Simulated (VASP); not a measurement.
# Al4Co (I4/mmm) in VASP: notebook

The runs below take Al4Co through relaxation of cell and atoms, with PBE.

Everything below comes from runs of VASP 6.6.1. Logs are shortened: lines on timing, memory, paths and dates and some standing lists are left out, and cuts for length are marked.

## (1) The cell of the first run

The structure is tetragonal, space group I4/mmm (No. 139). The conventional cell has a = 3.944 Å, b = 3.944 Å, c = 9.516 Å, α = 90.00°, β = 90.00°, γ = 90.00°. Within 3.1 Å of Al (site symmetry -4m2) lie 8 Al at 2.34 to 2.79 Å and 4 Co at 3.09 Å. Within 3.1 Å of Al (site symmetry 4mm) lie 5 Al at 2.23 to 2.34 Å and 4 Co at 3.00 Å. Co (site symmetry 4/mmm) has 18 Al at 3.00 to 3.64 Å and 4 Co at 3.94 Å within 4.0 Å.

The cell was generated, and may not be a known phase.

## (2) Relaxation of cell and atoms, PBE, collinear spin, ferromagnetic start

INCAR

```
SYSTEM = Al4Co
ALGO = Normal ; EDIFF = 1E-7
EDIFFG = -0.08 ; ENCUT = 600
GGA = PE ; IBRION = 2
ISIF = 3 ; ISMEAR = 0
ISPIN = 2 ; LASPH = .True.
LCHARG = .False. ; LMAXMIX = 4
LORBIT = 11 ; LREAL = .False.
LWAVE = .False. ; MAGMOM = 0 0 0 0 3
NELM = 150 ; NSW = 36
PREC = Accurate ; SIGMA = 0.2
```

KPOINTS

```
k-points
0
Gamma
  6 6 6
  0 0 0
```

POSCAR

```
Al4Co
1.0
   -1.9721283700      1.9721283700      4.7580465200
    1.9721283700     -1.9721283700      4.7580465200
    1.9721283700      1.9721283700     -4.7580465200
Al Co
4 1
Direct
    0.7500000000      0.2500000000      0.5000000000
    0.2500000000      0.7500000000      0.5000000000
    0.3829900000      0.3829900000      0.0000000000
    0.6170100000      0.6170100000      0.0000000000
    0.0000000000      0.0000000000      0.0000000000
```

Potentials or basis: VASP PAW PBE potentials, release 64 (Al, Co).

Run with:

```bash
$ cat potpaw_PBE.64/Al/POTCAR potpaw_PBE.64/Co/POTCAR > POTCAR
$ mpirun -np 1 vasp_std > vasp.out
```

OUTCAR:

```text
SYSTEM = Al4Co
   EDIFF = 1E-7
   EDIFFG = -0.08
   ENCUT = 600
   GGA = PE
   IBRION = 2
   ISIF = 3
   ISMEAR = 0
   ISPIN = 2
   LASPH = .True.
   LORBIT = 11
   LREAL = .False.
   NELM = 150
   NSW = 36
   PREC = Accurate

 ion  position               nearest neighbor table
   1  0.750  0.250  0.500-   3 2.34   4 2.34   3 2.34   4 2.34   2 2.79   2 2.79   2 2.79   2 2.79
                             5 3.09   5 3.09   5 3.09   5 3.09
   2  0.250  0.750  0.500-   3 2.34   4 2.34   3 2.34   4 2.34   1 2.79   1 2.79   1 2.79   1 2.79
                             5 3.09   5 3.09   5 3.09   5 3.09
   3  0.383  0.383  0.000-   4 2.23   2 2.34   1 2.34   2 2.34   1 2.34   5 3.00   5 3.00   5 3.00
                             5 3.00
   4  0.617  0.617  0.000-   3 2.23   1 2.34   2 2.34   1 2.34   2 2.34   5 3.00   5 3.00   5 3.00
                             5 3.00
   5  0.000  0.000  0.000-   4 3.00   4 3.00   4 3.00   3 3.00   4 3.00   3 3.00   3 3.00   3 3.00
                             1 3.09   2 3.09   1 3.09   2 3.09   1 3.09   1 3.09   2 3.09   2 3.09

  LATTYP: Found a body centered tetragonal cell.
 ALAT       =     3.9442567400
 C/A-ratio  =     2.4126454405

  Lattice vectors:

 A1 = (  -1.9721283700,   1.9721283700,   4.7580465200)
 A2 = (   1.9721283700,  -1.9721283700,   4.7580465200)
 A3 = (   1.9721283700,   1.9721283700,  -4.7580465200)

Analysis of symmetry for initial positions (statically):
=====================================================================
 Subroutine PRICEL returns:
 Original cell was already a primitive cell.

 Routine SETGRP: Setting up the symmetry group for a
 body centered tetragonal supercell.

 Subroutine GETGRP returns: Found 16 space group operations
 (whereof 16 operations were pure point group operations)
 out of a pool of 16 trial point group operations.

The static configuration has the point symmetry D_4h.

Analysis of symmetry for dynamics (positions and initial velocities):
=====================================================================
 Subroutine PRICEL returns:
 Original cell was already a primitive cell.

 Routine SETGRP: Setting up the symmetry group for a
 body centered tetragonal supercell.

 Subroutine GETGRP returns: Found 16 space group operations
 (whereof 16 operations were pure point group operations)
 out of a pool of 16 trial point group operations.

The dynamic configuration has the point symmetry D_4h.

Analysis of structural, dynamic, and magnetic symmetry:
=====================================================================
 Subroutine PRICEL returns:
 Original cell was already a primitive cell.

 Routine SETGRP: Setting up the symmetry group for a
 body centered tetragonal supercell.

 Subroutine GETGRP returns: Found 16 space group operations
 (whereof 16 operations were pure point group operations)
 out of a pool of 16 trial point group operations.

The overall configuration has the point symmetry D_4h.

 Subroutine INISYM returns: Found 16 space group operations
 (whereof 16 operations are pure point group operations),
 and found     1 'primitive' translations

----------------------------------------------------------------------------------------

                                     Primitive cell

  volume of cell :      74.0217

  direct lattice vectors                    reciprocal lattice vectors
    -1.972128370  1.972128370  4.758046520     0.000000000  0.253533192  0.105085143
     1.972128370 -1.972128370  4.758046520     0.253533192  0.000000000  0.105085143
     1.972128370  1.972128370 -4.758046520     0.253533192  0.253533192  0.000000000

  length of vectors
     5.515214166  5.515214166  5.515214166     0.274448477  0.274448477  0.358550078

  position of ions in fractional coordinates (direct lattice)
     0.750000000  0.250000000  0.500000000
     0.250000000  0.750000000  0.500000000
     0.382990000  0.382990000  0.000000000
     0.617010000  0.617010000  0.000000000
     0.000000000  0.000000000  0.000000000

  ion indices of the primitive-cell ions
   primitive index   ion index
                 1           1
                 2           2
                 3           3
[... 57 lines left out ...]
   number of dos      NEDOS =    301   number of ions     NIONS =      5
   total plane-waves  NPLWV = 110592
   dimension x,y,z NGX =    48 NGY =   48 NGZ =   48
   dimension x,y,z NGXF=    96 NGYF=   96 NGZF=   96
   ions per type =               4   1
   NGX,Y,Z   is equivalent  to a cutoff of  14.47, 14.47, 14.47 a.u.
   NGXF,Y,Z  is equivalent  to a cutoff of  28.94, 28.94, 28.94 a.u.
 SYSTEM =  Al4Co
   PREC   = accura    normal or accurate (medium, high low for compatibility)
   ISTART =      0    job   : 0-new  1-cont  2-samecut
   ICHARG =      2    charge: 1-file 2-atom 10-const
   ISPIN  =      2    spin polarized calculation?
   LNONCOLLINEAR =      F non collinear calculations
   LSORBIT =      F    spin-orbit coupling
[... 17 lines left out ...]
   EFERMI =   0.00;   METHOD = LEGACY
   ISMEAR =     0;   SIGMA  =   0.20  broadening in eV -4-tet -1-fermi 0-gaus
   EFERMI_NEDOS =   21; number of points for ismear=-14 and -15
   IALGO  =     38    algorithm
   IMIX   =      4    mixing-type and parameters
     AMIX     =   0.40;   BMIX     =  1.00
     AMIX_MAG =   1.60;   BMIX_MAG =  1.00
  volume/ion in A,a.u.               =      14.80        99.90
  Fermi-wavevector in a.u.,A,eV,Ry     =   1.075709  2.032796 15.743988  1.157150
  Thomas-Fermi vector in A             =   2.211573
   LORBIT       =     11    0 simple, 1 ext, 2 COOP (PROOUT), +10 PAW based schemes
   GGA     = PE    functional components
   LHFCALC =     F    Hartree Fock is set to
   AEXX    =    0.0000 exact exchange contribution
   IVDW    =     0    specifies the selected vdW correction
   LEPSILON=     F    determine dielectric tensor
   LRPA    =     F    only Hartree local field effects (RPA)
 conjugate gradient relaxation of ions
 spin polarized calculation
 Gauss-broadening in eV      SIGMA  =   0.20
  energy-cutoff  :      600.00
  volume of cell :       74.02
 maximum number of plane-waves:      2490
 NGX is ok and might be reduce to    48
   NGX = 23   NGY = 23   NGZ = 23

--------------------------------------- Ionic step        1  -------------------------------------------

 number of electron      21.0000000 magnetization       1.7313197

 Free energy of the ion-electron system (eV)
  ---------------------------------------------------
  ext. energy  EPLUGINS =         0.00000000
  ---------------------------------------------------
  free energy    TOTEN  =       -16.91658959 eV

  energy without entropy =      -16.82747607  energy(sigma->0) =      -16.87203283

------------------------ aborting loop because EDIFF is reached ----------------------------------------

  FORCE on cell =-STRESS in cart. coord.  units (eV):
  Direction    XX          YY          ZZ          XY          YZ          ZX
  --------------------------------------------------------------------------------------
  -------------------------------------------------------------------------------------
  Total        9.6323122      9.6323122     17.4566265      0.0000000      0.0000000      0.0000000
  in kB      208.4884959    208.4884959    377.8434210      0.0000000      0.0000000      0.0000000
  external PRESSURE =     264.9401376 kB  Pullay stress =       0.0000000 kB
[... 102 lines left out ...]
  FREE ENERGIE OF THE ION-ELECTRON SYSTEM (eV)
  ---------------------------------------------------
  free  energy   TOTEN  =       -18.3434007299 eV

  energy  without entropy=      -18.2034839848  energy(sigma->0) =      -18.27344236

 E-fermi :   6.1081     XC(G=0):  -9.8659

 val. band max:        6.0996888443   @ k =   0.0000   0.0000   0.0000
 cond. band min:       6.1628110021   @ k =  -0.3333   0.5000   0.3333
 fundamental gap:      0.0631221577
 Fermi energy:         6.1081232192

 spin component 1

 k-point     1 :       0.0000    0.0000    0.0000
  band No.  band energies     occupation
      1      -4.0079      1.00000
      2      -0.1236      1.00000
      3       0.1691      1.00000
      4       5.0169      1.00000
      5       5.1215      1.00000
      6       5.1215      1.00000
[... 895 lines left out ...]
      5       4.9419      1.00000
      6       5.3036      1.00000
[... 8 lines left out ...]
     15       9.2031      0.00000
     16      10.4370      0.00000

 [... further k-points ...]

[... ionic steps 4 to 10 ...]

--------------------------------------- Ionic step       11  -------------------------------------------

 number of electron      20.9999993 magnetization      -0.0000036

 number of electron      20.9999994 magnetization       0.0013105
[... 75 lines left out ...]
--------------------------------------- Ionic step       13  -------------------------------------------

 number of electron      20.9999994 magnetization       0.0001120

 Free energy of the ion-electron system (eV)
  ---------------------------------------------------
  ext. energy  EPLUGINS =         0.00000000
  ---------------------------------------------------
  free energy    TOTEN  =       -20.10535175 eV

  energy without entropy =      -20.04252048  energy(sigma->0) =      -20.07393612

 E-fermi :   7.2570     XC(G=0): -10.2866

 val. band max:        7.2354837614   @ k =   0.3333   0.3333   0.1667
 cond. band min:       7.2614261941   @ k =  -0.3333   0.5000   0.1667
 fundamental gap:      0.0259424327
 Fermi energy:         7.2569661830

 spin component 1

 k-point     1 :       0.0000    0.0000    0.0000
  band No.  band energies     occupation
      1      -3.4707      1.00000
      2      -0.0322      1.00000
      3       0.5016      1.00000
      4       5.6920      1.00000
      5       6.2306      1.00000
      6       6.3025      1.00000
[... 939 lines left out ...]
  FREE ENERGIE OF THE ION-ELECTRON SYSTEM (eV)
  ---------------------------------------------------
  free  energy   TOTEN  =       -20.1053517547 eV

  energy  without entropy=      -20.0425204834  energy(sigma->0) =      -20.07393612

 reached required accuracy - stopping structural energy minimisation

 total charge

# of ion       s       p       d       tot
------------------------------------------
    1        0.483   0.390   0.000   0.873
    2        0.483   0.390   0.000   0.873
    3        0.417   0.337   0.000   0.754
    4        0.417   0.337   0.000   0.754
    5        0.324   0.246   7.391   7.961
--------------------------------------------------
tot          2.123   1.701   7.391  11.216

 magnetization (x)

# of ion       s       p       d       tot
------------------------------------------
    1        0.000   0.000   0.000   0.000
    2        0.000   0.000   0.000   0.000
    3       -0.000  -0.000   0.000  -0.000
    4       -0.000  -0.000   0.000  -0.000
    5        0.000   0.000   0.000   0.000
--------------------------------------------------
tot          0.000   0.000   0.000   0.000
```

Run time: 22 min. Hardware: 1 thread of Intel Xeon 6975P-C (Granite Rapids), shared host; peak memory 0.48 GiB.

Results:

* Free energy: -20.1054 eV
* Relaxed volume: 16.60 Å³/atom
* Relaxed cell: a = 7.249 Å, b = 7.249 Å, c = 7.249 Å, α = 152.14°, β = 152.14°, γ = 39.81°
* Space group after relaxing (to 0.1 Å): I4/mmm (No. 139)
* Energy gained by relaxing: 637.8 meV/atom
* Ionic steps: 13
* Pressure after relaxing: -0.2 GPa
* Largest force after relaxing: 0.010 eV/Å
* Net moment: 0.00 μB per cell
* Valence electrons inside the program's atomic spheres: Al 0.87, 0.75 (each value once); Co 7.96

Forces in eV/Å, atoms in the order of the input:
```
Al   0.000  0.000  0.000
Al   0.000  0.000  0.000
Al   0.000  0.000  0.010
Al   0.000  0.000 -0.010
Co   0.000  0.000  0.000
```

Step by step:
| step | energy change (eV) | largest force (eV/Å) | pressure (GPa) | volume (Å³) |
| --- | --- | --- | --- | --- |
| 1 | 0.0000 | 1.8854 | 26.49 | 74.02 |
| 2 | -1.3086 | 0.2865 | -5.95 | 103.31 |
| 3 | -1.4268 | 0.1511 | -0.69 | 93.20 |
| 4 | -1.4344 | 0.0284 | -2.36 | 95.67 |
| 5 | -1.9007 | 0.8978 | -4.30 | 95.56 |
| 6 | -2.4914 | 1.5436 | -6.17 | 93.82 |
| 7 | -2.3537 | 1.4197 | 0.54 | 85.14 |
| 8 | -2.6588 | 1.5705 | -5.96 | 92.33 |
| 9 | -3.0473 | 1.2715 | -0.76 | 83.94 |
| 10 | -3.0900 | 1.0984 | 1.91 | 81.05 |
| 11 | -3.1843 | 0.0431 | 0.86 | 81.96 |
| 12 | -3.1849 | 0.0571 | 0.82 | 82.04 |
| 13 | -3.1888 | 0.0101 | -0.22 | 83.02 |

Final structure:
```cif
data_structure
_symmetry_space_group_name_H-M 'P 1'
_symmetry_Int_Tables_number 1
_cell_length_a 7.2489
_cell_length_b 7.2489
_cell_length_c 7.2489
_cell_angle_alpha 152.140
_cell_angle_beta 152.140
_cell_angle_gamma 39.808
_cell_volume 83.02
loop_
_atom_site_label
_atom_site_type_symbol
_atom_site_fract_x
_atom_site_fract_y
_atom_site_fract_z
_atom_site_occupancy
Al1 Al 0.75000 0.25000 0.50000 1
Al2 Al 0.25000 0.75000 0.50000 1
Al3 Al 0.40835 0.40835 0.00000 1
Al4 Al 0.59165 0.59165 0.00000 1
Co1 Co 0.00000 0.00000 0.00000 1
```

Caveat: the moments typed at the start vanished in this run; a cell axis changed by over 15 % at a fixed basis, so the end point is rough.

## (3) Relaxation of cell and atoms, PBE, collinear spin, ferromagnetic start

This run uses another cell than the first one, of 13.91 Å³/atom.

INCAR

```
PREC = Accurate ; ENCUT = 600
EDIFF = 1E-7 ; ISMEAR = 0
SIGMA = 0.2 ; LREAL = False
LASPH = True ; NELM = 150
ALGO = Normal ; ISIF = 3
LWAVE = False ; LCHARG = False
ISPIN = 2 ; MAGMOM = 0 0 0 0 3
LORBIT = 11 ; LMAXMIX = 4
GGA = PE ; IBRION = 2
NSW = 36 ; EDIFFG = -0.08
```

KPOINTS

```
regular mesh
0
Gamma
  7 7 7
```

POSCAR

```
Al4Co
1.0
   -1.5150000000      1.5150000000      7.5750000000
    1.5150000000     -1.5150000000      7.5750000000
    1.5150000000      1.5150000000     -7.5750000000
Al Co
4 1
Direct
    0.8000000000      0.8000000000      0.0000000000
    0.4000000000      0.4000000000      0.0000000000
    0.2000000000      0.2000000000      0.0000000000
    0.6000000000      0.6000000000      0.0000000000
    0.0000000000      0.0000000000      0.0000000000
```

Potentials or basis: VASP PAW PBE potentials, release 64 (Al, Co).

Run with:

```bash
$ cat potpaw_PBE.64/Al/POTCAR potpaw_PBE.64/Co/POTCAR > POTCAR
$ mpirun -np 1 vasp_std > vasp.out
```

It took 41 min on 1 thread of AMD EPYC 9R45 (Zen 5), shared host; peak memory 0.8 GiB.

Results (log left out):

```
Free energy                                           : -22.5757 eV
Relaxed volume                                        : 14.30 Å³/atom
Relaxed cell                                          : a = 7.685 Å, b = 7.685 Å, c = 7.685 Å, α = 156.60°, β = 156.60°, γ = 33.33°
Space group after relaxing (to 0.1 Å)                 : I4/mmm (No. 139)
Energy gained by relaxing                             : 102.9 meV/atom
Ionic steps                                           : 8
Pressure after relaxing                               : 0.4 GPa
Largest force after relaxing                          : 0.056 eV/Å
Net moment                                            : 0.00 μB per cell
Valence electrons inside the program's atomic spheres : Al 0.79; Co 8.30
```

Forces in eV/Å, atoms in the order of the input:
```
Al   0.000  0.000  0.056
Al   0.000  0.000  0.044
Al   0.000  0.000 -0.056
Al   0.000  0.000 -0.044
Co   0.000  0.000  0.000
```

Stress tensor (GPa, compression positive):
```
0.59 0.00 0.00
0.00 0.59 0.00
0.00 0.00 0.01
```

Step by step:
```
step  energy change (eV)  largest force (eV/Å)  pressure (GPa)  volume (Å³)
   1              0.0000                2.0179            3.31        69.55
   2             -0.3540                1.1271           -1.68        72.46
   3             -0.4398                0.3921           -4.57        75.16
   4             -0.4416                0.3743           -4.22        74.76
   5             -0.4852                0.5743            1.91        70.91
   6             -0.5000                0.3449           -0.33        72.13
   7             -0.5123                0.1638            0.13        71.73
   8             -0.5144                0.0557            0.39        71.49
```

Final structure:
```
CELL_PARAMETERS angstrom
-1.55813 1.55813 7.36186
1.55813 -1.55813 7.36186
1.55813 1.55813 -7.36186
ATOMIC_POSITIONS crystal
Al 0.80306 0.80306 0.00000
Al 0.41269 0.41269 0.00000
Al 0.19694 0.19694 0.00000
Al 0.58731 0.58731 0.00000
Co 0.00000 0.00000 0.00000
```

Levels at points of the mesh, in eV from the Fermi level:
Spin up:
```csv
k point,band 8,band 9,band 10,band 11,band 12,band 13
"(0.00, 0.00, 0.00)",-1.02,-0.32,0.84,2.95,2.95,3.44
```
Spin down:
| k point | band 8 | band 9 | band 10 | band 11 | band 12 | band 13 |
| --- | --- | --- | --- | --- | --- | --- |
| (0.00, 0.00, 0.00) | -1.02 | -0.32 | 0.84 | 2.95 | 2.95 | 3.44 |

Caveat: the moments typed at the start vanished in this run; the relaxation stopped at a loose force limit of 0.08 eV/Å, so its end isn't a converged minimum.

## (4) Relaxation of cell and atoms, PBE

This run uses another cell than the first one, of 14.60 Å³/atom.

INCAR

```
PREC     = Accurate       # precision mode
ENCUT    = 600            # plane-wave cutoff, eV
EDIFF    = 1E-6           # SCF threshold, eV
ISMEAR   = 0              # smearing method
SIGMA    = 0.1            # smearing width, eV
LREAL    = F              # projectors in reciprocal space
LASPH    = T              # aspherical terms in the spheres
NELM     = 100            # most SCF steps
ALGO     = Fast           # electronic algorithm
ISIF     = 3              # what is computed and relaxed
LWAVE    = F              # write WAVECAR
LCHARG   = F              # write CHGCAR
GGA      = PE             # functional
IBRION   = 2              # ionic algorithm
NSW      = 60             # ionic steps
EDIFFG   = -0.01          # ionic threshold
```

KPOINTS

```
regular mesh
0
Gamma
  14 14 14
```

POSCAR

```
Al4Co
1.0
   -1.3907006263      1.3907006263      9.4362573064
    1.3907006263     -1.3907006263      9.4362573064
    1.3907006263      1.3907006263     -9.4362573064
Al Co
4 1
Direct
    0.8065798692      0.8065798692      0.0000000000
    0.4205365608      0.4205365608      0.0000000000
    0.1934201308      0.1934201308      0.0000000000
    0.5794634392      0.5794634392      0.0000000000
    0.0000000000      0.0000000000      0.0000000000
```

Run with:

```bash
$ cat potpaw_PBE.64/Al/POTCAR potpaw_PBE.64/Co/POTCAR > POTCAR
$ mpirun -np 1 vasp_std > vasp.out
```

Run time: 74 min. Hardware: 1 thread of Intel Xeon Platinum 8488C (Sapphire Rapids), shared host; peak memory 1.2 GiB.

It converged, with:

| Quantity | Value |
| --- | --- |
| Free energy | -23.1932 eV |
| Relaxed volume | 14.59 Å³/atom |
| Relaxed cell | a = 9.637 Å, b = 9.637 Å, c = 9.637 Å, α = 163.41°, β = 163.41°, γ = 23.55° |
| Space group after relaxing (to 0.1 Å) | I4/mmm (No. 139) |
| Energy gained by relaxing | 0.0 meV/atom |
| Ionic steps | 4 |
| Pressure after relaxing | 0.0 GPa |
| Largest force after relaxing | 0.003 eV/Å |
| Band gap on the k mesh | zero (an odd number of electrons rules out a gap without spin polarisation) |

Forces in eV/Å, atoms in the order of the input:
```
Al   0.000  0.000  0.002
Al   0.000  0.000  0.003
Al   0.000  0.000 -0.002
Al   0.000  0.000 -0.003
Co   0.000  0.000  0.000
```

Final structure:
```
Al Co
1.0
    -1.39056    1.39056    9.43399
     1.39056   -1.39056    9.43399
     1.39056    1.39056   -9.43399
Al Co
4 1
Direct
  0.80658 0.80658 0.00000
  0.42054 0.42054 0.00000
  0.19342 0.19342 0.00000
  0.57946 0.57946 0.00000
  0.00000 0.00000 0.00000
```

Levels at points of the mesh, in eV from the Fermi level:
| k point | band 6 | band 7 | band 8 | band 9 | band 10 | band 11 | band 12 | band 13 | band 14 |
| --- | --- | --- | --- | --- | --- | --- | --- | --- | --- |
| (0.00, 0.00, 0.00) | -2.59 | -1.43 | -1.08 | -1.08 | -0.54 | 3.24 | 5.02 | 6.37 | 7.25 |
| (0.50, 0.00, 0.00) | -3.98 | -2.78 | -1.69 | -1.52 | -1.37 | -0.89 | -0.11 | 0.94 | 1.62 |
| (0.50, 0.50, 0.00) | -1.88 | -1.59 | -0.67 | -0.53 | -0.28 | 0.01 | 0.12 | 0.57 | 1.34 |
| (0.50, 0.50, 0.50) | -2.59 | -1.32 | -1.08 | -1.08 | -0.54 | 1.21 | 6.45 | 6.81 | 6.81 |

Caveat: the run has no spin polarisation, though such a crystal can be magnetic. Spin polarisation is off, so any magnetic state and its effect on volume and gap are missing.

The gap in the log of VASP goes by the Fermi energy; the results here count the filled bands.